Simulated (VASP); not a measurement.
# Bi (I4/mmm) in VASP: notebook

Bi is run at these levels: PBEsol+D3(BJ); tasks: single point.

Everything below comes from runs of VASP 6.6.1. Logs are shortened: lines on timing, memory, paths and dates and some standing lists are left out, and cuts for length are marked.

## Step 1: The cell of the first run

The structure is tetragonal, space group I4/mmm (No. 139). Conventional cell: a = 3.255 Å, b = 3.255 Å, c = 4.730 Å, α = 90.00°, β = 90.00°, γ = 90.00°. Bi (site symmetry 4/mmm) has 12 Bi at 3.26 to 3.30 Å within 4.3 Å.

## Step 2: Single point, PBEsol+D3(BJ) (25.07 Å³/atom)

File INCAR:

```
SYSTEM = Bi
  PREC = Accurate
  ENCUT = 520
  EDIFF = 1E-6
  ISMEAR = 0
  SIGMA = 0.15
  LREAL = .FALSE.
  LASPH = .TRUE.
  NELM = 60
  ALGO = Fast
  ISIF = 2
  LWAVE = .FALSE.
  LCHARG = .FALSE.
  GGA = PS
  IVDW = 12
  NBANDS = 14
```

File KPOINTS:

```
Automatic mesh
0
G
  18 18 18
  0 0 0
```

File POSCAR:

```
Bi
1.0
   -1.6277237531      1.6277237531      2.3650826132
    1.6277237531     -1.6277237531      2.3650826132
    1.6277237531      1.6277237531     -2.3650826132
Bi
1
Direct
    0.0000000000      0.0000000000      0.0000000000
```

Potentials or basis: VASP PAW PBE potentials, release 64 (Bi_d).

The run is started by

```console
cat potpaw_PBE.64/Bi_d/POTCAR > POTCAR
mpirun -np 1 vasp_std > vasp.out
```

OUTCAR:

```text
SYSTEM = Bi
   PREC = Accurate
   ENCUT = 520
   EDIFF = 1E-6
   ISMEAR = 0
   LREAL = .FALSE.
   LASPH = .TRUE.
   NELM = 60
   ISIF = 2
   GGA = PS
   IVDW = 12
 IVDW          = 12

 ion  position               nearest neighbor table
   1  0.000  0.000  0.000-

  LATTYP: Found a body centered tetragonal cell.
 ALAT       =     3.2554475062
 C/A-ratio  =     1.4530000000

  Lattice vectors:

 A1 = (  -1.6277237531,   1.6277237531,   2.3650826132)
 A2 = (   1.6277237531,  -1.6277237531,   2.3650826132)
 A3 = (   1.6277237531,   1.6277237531,  -2.3650826132)

Analysis of symmetry for initial positions (statically):
=====================================================================
 Subroutine PRICEL returns:
 Original cell was already a primitive cell.

 Routine SETGRP: Setting up the symmetry group for a
 body centered tetragonal supercell.

 Subroutine GETGRP returns: Found 16 space group operations
 (whereof 16 operations were pure point group operations)
 out of a pool of 16 trial point group operations.

The static configuration has the point symmetry D_4h.

Analysis of symmetry for dynamics (positions and initial velocities):
=====================================================================
 Subroutine PRICEL returns:
 Original cell was already a primitive cell.

 Routine SETGRP: Setting up the symmetry group for a
 body centered tetragonal supercell.

 Subroutine GETGRP returns: Found 16 space group operations
 (whereof 16 operations were pure point group operations)
 out of a pool of 16 trial point group operations.

The dynamic configuration has the point symmetry D_4h.

 Subroutine INISYM returns: Found 16 space group operations
 (whereof 16 operations are pure point group operations),
 and found     1 'primitive' translations

----------------------------------------------------------------------------------------

                                     Primitive cell

  volume of cell :      25.0650

  direct lattice vectors                    reciprocal lattice vectors
    -1.627723753  1.627723753  2.365082613     0.000000000  0.307177430  0.211409106
     1.627723753 -1.627723753  2.365082613     0.307177430  0.000000000  0.211409106
     1.627723753  1.627723753 -2.365082613     0.307177430  0.307177430  0.000000000

  length of vectors
     3.300391643  3.300391643  3.300391643     0.372896479  0.372896479  0.434414488

  position of ions in fractional coordinates (direct lattice)
     0.000000000  0.000000000  0.000000000

  ion indices of the primitive-cell ions
   primitive index   ion index
                 1           1

----------------------------------------------------------------------------------------

 KPOINTS: Automatic mesh

Automatic generation of k-mesh.
 Grid dimensions read from file:
 generate k-points for:   18   18   18

 Generating k-lattice:

  Cartesian coordinates                     Fractional coordinates (reciprocal lattice)
     0.000000000  0.017065413  0.011744950     0.055555556  0.000000000  0.000000000
     0.017065413  0.000000000  0.011744950     0.000000000  0.055555556  0.000000000
     0.017065413  0.017065413  0.000000000     0.000000000  0.000000000  0.055555556

  Length of vectors
     0.020716471  0.020716471  0.024134138

  Shift w.r.t. Gamma in fractional coordinates (k-lattice)
     0.000000000  0.000000000  0.000000000

 Subroutine IBZKPT returns following result:
 ===========================================

 Found    480 irreducible k-points:

 Following reciprocal coordinates:
            Coordinates               Weight
  0.000000  0.000000  0.000000      1.000000
  0.055556  0.000000 -0.000000      8.000000
  0.111111  0.000000 -0.000000      8.000000
  0.166667 -0.000000  0.000000      8.000000
  0.222222  0.000000  0.000000      8.000000
  0.277778 -0.000000  0.000000      8.000000
[... 16 lines left out ...]
 -0.277778  0.055556 -0.000000     16.000000
 -0.222222  0.055556  0.000000     16.000000
 [... further k-points ...]
   k-points           NKPTS =    480   k-points in BZ     NKDIM =    480   number of bands    NBANDS=     14
   number of dos      NEDOS =    301   number of ions     NIONS =      1
   total plane-waves  NPLWV =  21952
   dimension x,y,z NGX =    28 NGY =   28 NGZ =   28
   dimension x,y,z NGXF=    56 NGYF=   56 NGZF=   56
   ions per type =               1
   NGX,Y,Z   is equivalent  to a cutoff of  14.10, 14.10, 14.10 a.u.
   NGXF,Y,Z  is equivalent  to a cutoff of  28.21, 28.21, 28.21 a.u.
 SYSTEM =  Bi
   PREC   = accura    normal or accurate (medium, high low for compatibility)
   ISTART =      0    job   : 0-new  1-cont  2-samecut
   ICHARG =      2    charge: 1-file 2-atom 10-const
   ISPIN  =      1    spin polarized calculation?
   LNONCOLLINEAR =      F non collinear calculations
   LSORBIT =      F    spin-orbit coupling
   LASPH  =      T    aspherical Exc in radial PAW
   ENCUT  =  520.0 eV  38.22 Ry    6.18 a.u.   6.14  6.14  6.14*2*pi/ulx,y,z
   NELM   =     60;   NELMIN=  2; NELMDL= -5     # of ELM steps
   EDIFF  = 0.1E-05   stopping-criterion for ELM
   LREAL  =      F    real-space projection
   EDIFFG = 0.1E-04   stopping-criterion for IOM
   NSW    =      0    number of steps for IOM
   IBRION =     -1    ionic relax: 0-MD 1-quasi-New 2-CG
   NFREE  =      0    steps in history (QN), initial steepest desc. (CG)
   ISIF   =      2    stress and relaxation
   ISYM   =      2    0-nonsym 1-usesym 2-fastsym
   POTIM  = 0.5000    time-step for ionic-motion
   TEBEG  =    0.0;   TEEND  =   0.0 temperature during run
   PSTRESS=    0.0 pullay stress
   NELECT =      15.0000    total number of electrons
   NUPDOWN=      -1.0000    fix difference up-down
   EMIN   =  10.00;   EMAX   =-10.00  energy-range for DOS
   EFERMI =   0.00;   METHOD = LEGACY
   ISMEAR =     0;   SIGMA  =   0.15  broadening in eV -4-tet -1-fermi 0-gaus
   EFERMI_NEDOS =   21; number of points for ismear=-14 and -15
   IALGO  =     68    algorithm
   IMIX   =      4    mixing-type and parameters
     AMIX     =   0.40;   BMIX     =  1.00
     AMIX_MAG =   1.60;   BMIX_MAG =  1.00
  volume/ion in A,a.u.               =      25.07       169.15
  Fermi-wavevector in a.u.,A,eV,Ry     =   1.379588  2.607043 25.895459  1.903263
  Thomas-Fermi vector in A             =   2.504543
   LORBIT       =      0    0 simple, 1 ext, 2 COOP (PROOUT), +10 PAW based schemes
   GGA     = PS    functional components
   LHFCALC =     F    Hartree Fock is set to
   AEXX    =    0.0000 exact exchange contribution
   IVDW    =    12    specifies the selected vdW correction
   LEPSILON=     F    determine dielectric tensor
   LRPA    =     F    only Hartree local field effects (RPA)
 non-spin polarized calculation
 RMM-DIIS sequential band-by-band and
 Gauss-broadening in eV      SIGMA  =   0.15
  energy-cutoff  :      520.00
  volume of cell :       25.07
 maximum number of plane-waves:       688
 NGX is ok and might be reduce to    28
   NGX = 13   NGY = 13   NGZ = 13

 number of electron      14.9999997 magnetization

 Free energy of the ion-electron system (eV)
  ---------------------------------------------------
  ext. energy  EPLUGINS =         0.00000000
  ---------------------------------------------------
  free energy    TOTEN  =        -3.94144394 eV

  energy without entropy =       -3.93469858  energy(sigma->0) =       -3.93807126

 E-fermi :  10.8363     XC(G=0): -11.5160

 val. band max:       10.8261494141   @ k =  -0.2778   0.1667  -0.0000
 cond. band min:      10.8384938222   @ k =  -0.1111  -0.2222   0.0556
 fundamental gap:      0.0123444081
 Fermi energy:        10.8363200156

 k-point     1 :       0.0000    0.0000    0.0000
  band No.  band energies     occupation
      1     -12.4512      2.00000
      2     -12.4166      2.00000
      3     -12.4166      2.00000
      4     -12.2954      2.00000
      5     -12.2591      2.00000
      6      -4.5493      2.00000
      7      17.3125      0.00000
      8      17.3125      0.00000
      9      17.3630      0.00000
     10      19.6469      0.00000
     11      22.3579      0.00000
     12      22.8551      0.00000
     13      22.9220      0.00000
     14      22.9220      0.00000

 k-point     2 :       0.0556    0.0000   -0.0000
  band No.  band energies     occupation
      1     -12.4474      2.00000
      2     -12.4152      2.00000
      3     -12.4119      2.00000
      4     -12.2952      2.00000
      5     -12.2599      2.00000
      6      -4.4809      2.00000
      7      16.4628      0.00000
      8      17.2363      0.00000
      9      17.2448      0.00000
     10      19.4944      0.00000
     11      22.6566      0.00000
     12      23.0367      0.00000
     13      23.0657      0.00000
     14      23.8337      0.00000

 k-point     3 :       0.1111    0.0000   -0.0000
  band No.  band energies     occupation
      1     -12.4389      2.00000
      2     -12.4103      2.00000
      3     -12.3993      2.00000
      4     -12.2929      2.00000
      5     -12.2608      2.00000
      6      -4.2757      2.00000
      7      14.6648      0.00000
      8      16.9685      0.00000
      9      17.0296      0.00000
     10      19.3083      0.00000
     11      23.1085      0.00000
     12      23.4347      0.00000
     13      23.4706      0.00000
     14      23.5880      0.00000
[... 324 lines left out ...]
 k-point    23 :      -0.2778    0.0556   -0.0000
  band No.  band energies     occupation
      1     -12.4318      2.00000
      2     -12.3966      2.00000
      3     -12.3714      2.00000
      4     -12.2521      2.00000
      5     -12.2161      2.00000
      6      -3.0030      2.00000
      7       9.4691      2.00000
      8      15.2376      0.00000
      9      16.0455      0.00000
     10      19.3106      0.00000
     11      21.3188      0.00000
     12      22.6599      0.00000
     13      23.5590      0.00000
     14      24.0170      0.00000

 k-point    24 :      -0.2222    0.0556    0.0000
  band No.  band energies     occupation
      1     -12.4308      2.00000
      2     -12.3965      2.00000
      3     -12.3720      2.00000
      4     -12.2759      2.00000
      5     -12.2449      2.00000
      6      -3.5647      2.00000
      7      11.3572      0.00000
      8      15.6060      0.00000
      9      16.4109      0.00000
     10      19.4237      0.00000
     11      21.7692      0.00000
     12      23.1914      0.00000
     13      23.3312      0.00000
     14      24.2773      0.00000

 [... further k-points ...]

------------------------ aborting loop because EDIFF is reached ----------------------------------------

 Edisp (eV)   -0.65649

 E8    (eV) :    -0.4704

  FORCE on cell =-STRESS in cart. coord.  units (eV):
  Direction    XX          YY          ZZ          XY          YZ          ZX
  --------------------------------------------------------------------------------------
  -------------------------------------------------------------------------------------
  Total       1.95747     1.95747     1.93513     0.00000     0.00000     0.00000
  in kB     125.12324   125.12324   123.69529     0.00000     0.00000     0.00000
  external pressure =      124.65 kB  Pullay stress =        0.00 kB

 VOLUME and BASIS-vectors are now :
 -----------------------------------------------------------------------------
  energy-cutoff  :      520.00
  volume of cell :       25.07
      direct lattice vectors                 reciprocal lattice vectors
    -1.627723753  1.627723753  2.365082613     0.000000000  0.307177430  0.211409106
     1.627723753 -1.627723753  2.365082613     0.307177430  0.000000000  0.211409106
     1.627723753  1.627723753 -2.365082613     0.307177430  0.307177430  0.000000000

 POSITION                                       TOTAL-FORCE (eV/Angst)
 -----------------------------------------------------------------------------------
      0.00000      0.00000      0.00000        -0.000000     -0.000000      0.000000
 -----------------------------------------------------------------------------------
    total drift:                                0.000000      0.000000      0.000000

  FREE ENERGIE OF THE ION-ELECTRON SYSTEM (eV)
  ---------------------------------------------------
  free  energy   TOTEN  =        -4.5979366864 eV

  energy  without entropy=       -4.5911913187  energy(sigma->0) =       -4.59456400
```

Run time: 2 min. Hardware: 1 thread of AMD EPYC 9R45 (Zen 5), shared host; peak memory 0.25 GiB.

What came out:

```yaml
Free_energy: -4.5979 eV
Pressure: 12.5 GPa
Band_gap_on_the_k_mesh: zero (an odd number of electrons rules out a gap without spin polarisation)
Dispersion_energy_per_atom: -0.656 eV
```

Levels at points of the mesh, in eV from the Fermi level:
```
           k point  band 3  band 4  band 5  band 6  band 7  band 8  band 9  band 10  band 11  band 12
(0.00, 0.00, 0.00)  -23.25  -23.13  -23.10  -15.39    6.48    6.48    6.53     8.81    11.52    12.02
(0.50, 0.00, 0.00)  -23.24  -22.98  -22.96  -11.22   -6.76    4.06    4.60     8.38     8.87    10.52
(0.50, 0.50, 0.00)  -22.98  -22.95  -22.91   -9.44   -5.65    0.08    0.28     4.16     5.39    17.60
(0.50, 0.50, 0.50)  -22.98  -22.94  -22.94   -9.80   -5.89    0.56    0.56     4.52     5.71    18.14
```

Caveat: the cell stands under pressure; the PAW data sets were made with another functional, which shifts forces and pressure a little; spin-orbit coupling is left out, which moves the levels of the heavy elements.

## Step 3: Single point, PBEsol+D3(BJ) (29.62 Å³/atom)

This run uses another cell than the first one, of 29.62 Å³/atom.

File INCAR:

```
SYSTEM = Bi
PREC = Accurate
ENCUT = 520
EDIFF = 1E-6
ISMEAR = 0
SIGMA = 0.15
LREAL = .FALSE.
LASPH = .TRUE.
NELM = 60
ALGO = Fast
ISIF = 2
LWAVE = .FALSE.
LCHARG = .TRUE.
GGA = PS
IVDW = 12
LELF = .TRUE.
LVHAR = .TRUE.
NBANDS = 14
```

File KPOINTS:

```
regular mesh
0
G
  18 18 18
  0 0 0
```

File POSCAR:

```
Bi
1.0
   -1.7209288846      1.7209288846      2.5005096694
    1.7209288846     -1.7209288846      2.5005096694
    1.7209288846      1.7209288846     -2.5005096694
Bi
1
Direct
    0.0000000000      0.0000000000      0.0000000000
```

Potentials or basis: VASP PAW PBE potentials, release 64 (Bi_d).

The run is started by

```console
cat potpaw_PBE.64/Bi_d/POTCAR > POTCAR
mpirun -np 1 vasp_std > vasp.out
```

It took 3.2 min on 1 thread of Intel Xeon Platinum 8488C (Sapphire Rapids), shared host; peak memory 0.3 GiB.

The run converged. Its results:

```yaml
Free_energy: -4.7168 eV
Pressure: -2.1 GPa
Band_gap_on_the_k_mesh: zero (an odd number of electrons rules out a gap without spin polarisation)
Dispersion_energy_per_atom: -0.552 eV
```

Stress tensor (GPa, compression positive):
```
-2.16  0.00  0.00
 0.00 -2.16  0.00
 0.00  0.00 -1.94
```

Levels at points of the mesh, in eV from the Fermi level:
```
           k point  band 4  band 5  band 6  band 7  band 8  band 9  band 10  band 11
(0.00, 0.00, 0.00)  -23.01  -22.98  -14.00    5.25    5.25    5.26     9.02     9.38
(0.50, 0.00, 0.00)  -22.91  -22.90  -10.87   -5.63    3.32    3.76     7.61     8.55
(0.50, 0.50, 0.00)  -22.89  -22.87   -9.57   -4.71    0.12    0.32     3.95     5.18
(0.50, 0.50, 0.50)  -22.89  -22.89   -9.84   -4.91    0.54    0.54     4.24     5.45
```

Caveat: the PAW data sets were made with another functional, which shifts forces and pressure a little; spin-orbit coupling is left out, which moves the levels of the heavy elements.
